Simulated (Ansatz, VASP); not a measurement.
WS2: VASP beside Ansatz

File INCAR:

```
PREC     = Accurate       # precision mode
ENCUT    = 520            # plane-wave cutoff, eV
EDIFF    = 1E-8           # SCF threshold, eV
ISMEAR   = -1             # smearing method
SIGMA    = 0.08           # smearing width, eV
LREAL    = F              # projectors in reciprocal space
LASPH    = T              # aspherical terms in the spheres
NELM     = 100            # most SCF steps
ALGO     = Normal         # electronic algorithm
ISIF     = 2              # what is computed and relaxed
LWAVE    = F              # write WAVECAR
LCHARG   = F              # write CHGCAR
GGA      = CA             # functional
LEFG     = T            
NBANDS   = 20             # bands
```

The input KPOINTS:

```
regular mesh
0
Gamma
  13 13 13
```

POSCAR

```
WS2
1.0
    1.6099690384      0.9295160577      6.2842102968
   -1.6099690384      0.9295160577      6.2842102968
    0.0000000000     -1.8590321154      6.2842102968
W S
1 2
Direct
    0.0000000000      0.0000000000      0.0000000000
    0.7503000000      0.7503000000      0.7503000000
    0.5810000000      0.5810000000      0.5810000000
```

Input for Ansatz:

```yaml
crystal:
  lattice:
    - [1.6099690384, 0.9295160577, 6.2842102968]
    - [-1.6099690384, 0.9295160577, 6.2842102968]
    - [0.0, -1.8590321154, 6.2842102968]
  atoms:
    - { symbol: W, position: [0.0, 0.0, 0.0] }
    - { symbol: S, position: [0.7503, 0.7503, 0.7503] }
    - { symbol: S, position: [0.581, 0.581, 0.581] }
kpoints:
  mp_grid: { grid: [13, 13, 13] }
scf:
  occupations: { method: fermi_dirac, width: 0.08 }
hamiltonian:
  xc: lda
  pseudopotentials: { kind: paw }
output:
  forces: true
  stress: true
  eigenvalues: true
  efg: { contact_densities: true }
```

Change from the starting cell: volume scaled by 1.06, PAW files.

Alike in both runs: task electric field gradients; functional LDA; k mesh 13 × 13 × 13; occupations fermi-dirac, width 0.08 eV; no spin polarisation.

```csv
,VASP,Ansatz
version,VASP 6.6.1,Ansatz 0.2.0
potentials or method,"VASP PAW LDA potentials, release 64 (W_sv, S)","PAW with Ansatz's default frozen-core files, scalar-relativistic"
plane-wave cutoff (eV),520,420
valence electrons in the cell,26,26
```

```tsv
	VASP	Ansatz	Ansatz less VASP
pressure (GPa)	-11.6	-11.9	-0.31
traceless stress, the component that is largest in VASP (GPa)	-0.23	-0.24	-0.008
rms of the force components (eV/Å)	0.586	0.604	+0.0177
size of Vzz on the site where it differs most (V/Å²)	146.8	163.4	+16.64
```

LDA's correlation is that of Perdew and Zunger in VASP and of Perdew and Wang (1992) in Ansatz. Atom by atom the forces differ by 0.019 eV/Å (rms over components).

Neither program's run includes spin-orbit coupling.
